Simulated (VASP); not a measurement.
# Si (Fd-3m) in VASP: notebook, part 2 of 2

VASP 6.6.1. Earlier steps stand in the parts before.

## Step 6: Single point, PBE (volume scaled by 1.09)

File INCAR:

```
PREC = Accurate ; ENCUT = 500
EDIFF = 1E-6 ; ISMEAR = 0
SIGMA = 0.02 ; LREAL = False
LASPH = True ; NELM = 120
ALGO = Normal ; ISIF = 2
LWAVE = False ; LCHARG = False
GGA = PE ; NBANDS = 11
GGA_COMPAT = False
```

File KPOINTS:

```
regular mesh
0
Gamma
  8 8 8
```

File POSCAR:

```
Si
1.0
    0.0000000000      2.8145026556      2.8145026556
    2.8145026556      0.0000000000      2.8145026556
    2.8145026556      2.8145026556      0.0000000000
Si
2
Direct
    0.7500000000      0.7500000000      0.7500000000
    0.5000000000      0.5000000000      0.5000000000
```

Potentials or basis: VASP PAW PBE potentials, release 64 (Si).

Command:

```bash
> cat potpaw_PBE.64/Si/POTCAR > POTCAR
> mpirun -np 1 vasp_std > vasp.out
```

OUTCAR:

```text
PREC = Accurate
   ENCUT = 500
   EDIFF = 1E-6
   ISMEAR = 0
   LREAL = False
   LASPH = True
   NELM = 120
   ISIF = 2
   GGA = PE

 ion  position               nearest neighbor table
   1  0.750  0.750  0.750-   2 2.44   2 2.44   2 2.44   2 2.44
   2  0.500  0.500  0.500-   1 2.44   1 2.44   1 2.44   1 2.44

  LATTYP: Found a face centered cubic cell.
 ALAT       =     5.6290053112

  Lattice vectors:

 A1 = (   0.0000000000,   2.8145026556,   2.8145026556)
 A2 = (   2.8145026556,   0.0000000000,   2.8145026556)
 A3 = (   2.8145026556,   2.8145026556,   0.0000000000)

Analysis of symmetry for initial positions (statically):
=====================================================================
 Subroutine PRICEL returns:
 Original cell was already a primitive cell.

 Routine SETGRP: Setting up the symmetry group for a
 face centered cubic supercell.

 Subroutine GETGRP returns: Found 48 space group operations
 (whereof 24 operations were pure point group operations)
 out of a pool of 48 trial point group operations.

The static configuration has the point symmetry T_d .
 The point group associated with its full space group is O_h .

Analysis of symmetry for dynamics (positions and initial velocities):
=====================================================================
 Subroutine PRICEL returns:
 Original cell was already a primitive cell.

 Routine SETGRP: Setting up the symmetry group for a
 face centered cubic supercell.

 Subroutine GETGRP returns: Found 48 space group operations
 (whereof 24 operations were pure point group operations)
 out of a pool of 48 trial point group operations.

The dynamic configuration has the point symmetry T_d .
 The point group associated with its full space group is O_h .

 Subroutine INISYM returns: Found 48 space group operations
 (whereof 24 operations are pure point group operations),
 and found     1 'primitive' translations

----------------------------------------------------------------------------------------
[... 116 lines left out ...]
  Thomas-Fermi vector in A             =   2.048962
   LORBIT       =      0    0 simple, 1 ext, 2 COOP (PROOUT), +10 PAW based schemes
   GGA     = PE    functional components
   LHFCALC =     F    Hartree Fock is set to
   AEXX    =    0.0000 exact exchange contribution
   IVDW    =     0    specifies the selected vdW correction
   LEPSILON=     F    determine dielectric tensor
   LRPA    =     F    only Hartree local field effects (RPA)
 non-spin polarized calculation
 Gauss-broadening in eV      SIGMA  =   0.02
  energy-cutoff  :      500.00
  volume of cell :       44.59
 maximum number of plane-waves:      1158
 NGX is ok and might be reduce to    30
   NGX = 15   NGY = 15   NGZ = 15

 number of electron       7.9999999 magnetization

 Free energy of the ion-electron system (eV)
  ---------------------------------------------------
  ext. energy  EPLUGINS =         0.00000000
  ---------------------------------------------------
  free energy    TOTEN  =       -10.76650967 eV

  energy without entropy =      -10.76650967  energy(sigma->0) =      -10.76650967

 E-fermi :   4.9171     XC(G=0):  -8.9920

 val. band max:        4.7908917734   @ k =   0.0000   0.0000   0.0000
 cond. band min:       5.5679610319   @ k =   0.3750   0.3750   0.0000
 fundamental gap:      0.7770692585
 Fermi energy:         4.9171135096

 k-point     1 :       0.0000    0.0000    0.0000
  band No.  band energies     occupation
      1      -6.4611      2.00000
      2       4.7909      2.00000
      3       4.7909      2.00000
      4       4.7909      2.00000
      5       6.9704      0.00000
      6       7.3049      0.00000
      7       7.3049      0.00000
      8       7.3049      0.00000
      9      12.3412      0.00000
     10      12.4478      0.00000
     11      12.4478      0.00000
[... 309 lines left out ...]
 k-point    24 :      -0.3750    0.2500    0.1250
  band No.  band energies     occupation
      1      -3.8951      2.00000
      2      -1.6341      2.00000
      3       1.6446      2.00000
      4       2.8606      2.00000
      5       7.6086      0.00000
      6       7.9815      0.00000
      7      10.3530      0.00000
      8      11.6784      0.00000
      9      11.7158      0.00000
     10      14.9815      0.00000
     11      15.7628      0.00000

 [... further k-points ...]
[... 5 lines left out ...]
  --------------------------------------------------------------------------------------
  -------------------------------------------------------------------------------------
  Total       -1.7765524     -1.7765524     -1.7765524      0.0000000     -0.0000000      0.0000000
  in kB      -63.8342309    -63.8342309    -63.8342309      0.0000000     -0.0000000      0.0000000
  external PRESSURE =     -63.8342309 kB  Pullay stress =       0.0000000 kB

 VOLUME and BASIS-vectors are now :
 -----------------------------------------------------------------------------
  energy-cutoff  :      500.00
  volume of cell :       44.59
      direct lattice vectors                 reciprocal lattice vectors
     0.000000000  2.814502656  2.814502656    -0.177651280  0.177651280  0.177651280
     2.814502656  0.000000000  2.814502656     0.177651280 -0.177651280  0.177651280
     2.814502656  2.814502656  0.000000000     0.177651280  0.177651280 -0.177651280

 POSITION                                       TOTAL-FORCE (eV/Angst)
 -----------------------------------------------------------------------------------
      4.22175      4.22175      4.22175        -0.000000     -0.000000     -0.000000
      2.81450      2.81450      2.81450         0.000000      0.000000      0.000000
 -----------------------------------------------------------------------------------
    total drift:                                0.000000     -0.000000     -0.000000

  FREE ENERGIE OF THE ION-ELECTRON SYSTEM (eV)
  ---------------------------------------------------
  free  energy   TOTEN  =       -10.7665096701 eV

  energy  without entropy=      -10.7665096701  energy(sigma->0) =      -10.76650967
```

stdout:

```text
POSCAR found type information on POSCAR Si
 POSCAR found :  1 types and       2 ions
 scaLAPACK will be used
 LDA part: xc-table for (Slater+PW92), standard interpolation
 POSCAR, INCAR and KPOINTS ok, starting setup
 FFT: planning ... GRIDC
 FFT: planning ... GRID_SOFT
 FFT: planning ... GRID
 WAVECAR not read
 entering main loop
```

It took 12 s on 1 thread of Intel Xeon Platinum 8259CL at 2.50GHz (Skylake/Cascade Lake), shared host; peak memory 0.16 GiB.

What came out:

* Free energy: -10.7665 eV
* Pressure: -6.4 GPa
* Band gap on the k mesh: 0.78 eV, indirect (least direct gap 2.18 eV)

Levels at points of the mesh, in eV from the valence-band top:
| k point | band 1 | band 2 | band 3 | band 4 | band 5 | band 6 | band 7 | band 8 |
| --- | --- | --- | --- | --- | --- | --- | --- | --- |
| (0.00, 0.00, 0.00) | -11.25 | 0.00 | 0.00 | 0.00 | 2.18 | 2.51 | 2.51 | 2.51 |
| (0.50, 0.00, 0.00) | -9.18 | -6.50 | -1.10 | -1.10 | 1.17 | 3.37 | 3.37 | 7.57 |
| (0.50, 0.50, 0.00) | -7.49 | -7.49 | -2.58 | -2.58 | 0.90 | 0.90 | 9.21 | 9.21 |

Caveat: the cell differs from its parent crystal (volume scaled by 1.09). A k mesh can miss the band edges.

## Step 7: Relaxation of cell and atoms, PBE

This run uses another cell than the first one, of 20.71 Å³/atom, 1.012 times its volume.

File INCAR:

```
  PREC = Accurate
  ENCUT = 500
  EDIFF = 1E-7
  ISMEAR = 0
  SIGMA = 0.02
  LREAL = F
  LASPH = T
  NELM = 120
  ALGO = Normal
  ISIF = 3
  LWAVE = F
  LCHARG = F
  GGA = PE
  IBRION = 2
  NSW = 50
  EDIFFG = -0.003
  GGA_COMPAT = F
  NELMIN = 4
```

File KPOINTS:

```
Automatic mesh
0
Gamma
  8 8 8
```

File POSCAR:

```
Si
1.0
    0.0000000000      2.7460484105      2.7460484105
    2.7460484105      0.0000000000      2.7460484105
    2.7460484105      2.7460484105      0.0000000000
Si
2
Direct
    0.7500000000      0.7500000000      0.7500000000
    0.5000000000      0.5000000000      0.5000000000
```

Command:

```bash
> cat potpaw_PBE.64/Si/POTCAR > POTCAR
> mpirun -np 1 vasp_std > vasp.out
```

It took 18 s on 1 thread of Intel Xeon Platinum 8259CL at 2.50GHz (Skylake/Cascade Lake), shared host; peak memory 0.15 GiB.

The run converged. Its results:

| Quantity | Value |
| --- | --- |
| Free energy | -10.8461 eV |
| Relaxed volume | 20.44 Å³/atom |
| Relaxed cell | a = 3.867 Å, b = 3.867 Å, c = 3.867 Å, α = 60.00°, β = 60.00°, γ = 60.00° |
| Space group after relaxing (to 0.05 Å) | Fd-3m (No. 227) |
| Energy gained by relaxing | 0.9 meV/atom |
| Ionic steps | 3 |
| Pressure after relaxing | 0.0 GPa |
| Band gap on the k mesh | 0.65 eV, indirect (least direct gap 2.56 eV) |

The path:
| step | energy change (eV) | largest force (eV/Å) | pressure (GPa) | volume (Å³) |
| --- | --- | --- | --- | --- |
| 1 | 0.0000 | 0.0000 | -1.11 | 41.41 |
| 2 | -0.0011 | 0.0000 | 0.73 | 40.56 |
| 3 | -0.0019 | 0.0000 | 0.01 | 40.88 |

Final structure:
```yaml
crystal:
  lattice:
    - [0.00000, 2.73427, 2.73427]
    - [2.73427, 0.00000, 2.73427]
    - [2.73427, 2.73427, 0.00000]
  atoms:
    - { symbol: Si, position: [0.75000, 0.75000, 0.75000] }
    - { symbol: Si, position: [0.50000, 0.50000, 0.50000] }
```

Levels at points of the mesh, in eV from the valence-band top:
```csv
k point,band 2,band 3,band 4,band 5,band 6,band 7
"(0.00, 0.00, 0.00)",0.00,0.00,0.00,2.56,2.56,2.56
"(0.50, 0.00, 0.00)",-6.87,-1.18,-1.18,1.47,3.35,3.35
"(0.50, 0.50, 0.00)",-7.75,-2.79,-2.79,0.75,0.75,9.94
```

A k mesh can miss the band edges. Expect the measured gap to be larger: semilocal functionals such as PBE lack the derivative discontinuity.

## Step 8: The runs side by side

| task | cell | gap on the mesh (eV) | pressure (GPa) |
| --- | --- | --- | --- |
| single point | a = 3.868 Å, angles 60.0°, 2 atoms | 0.65 | 0.0 |
| single point | a = 3.829 Å, angles 60.0°, 2 atoms | 0.60 | 2.8 |
| single point | a = 3.906 Å, angles 60.0°, 2 atoms | 0.70 | -2.5 |
| single point | a = 3.943 Å, angles 60.0°, 2 atoms | 0.74 | -4.6 |
| single point | a = 3.980 Å, angles 60.0°, 2 atoms | 0.78 | -6.4 |
| relaxation of cell and atoms | relaxed from a = 3.883 Å, angles 60.0°, 2 atoms | 0.65 | 0.0 |

Alike in all rows: level PBE; potentials or basis VASP PAW PBE potentials, release 64 (Si); no spin polarisation; k mesh 8 × 8 × 8; cutoff (eV) 500; smearing gaussian 0.02 eV.

Total energies depend on the potentials used, so only differences within one code and one set of settings carry meaning.
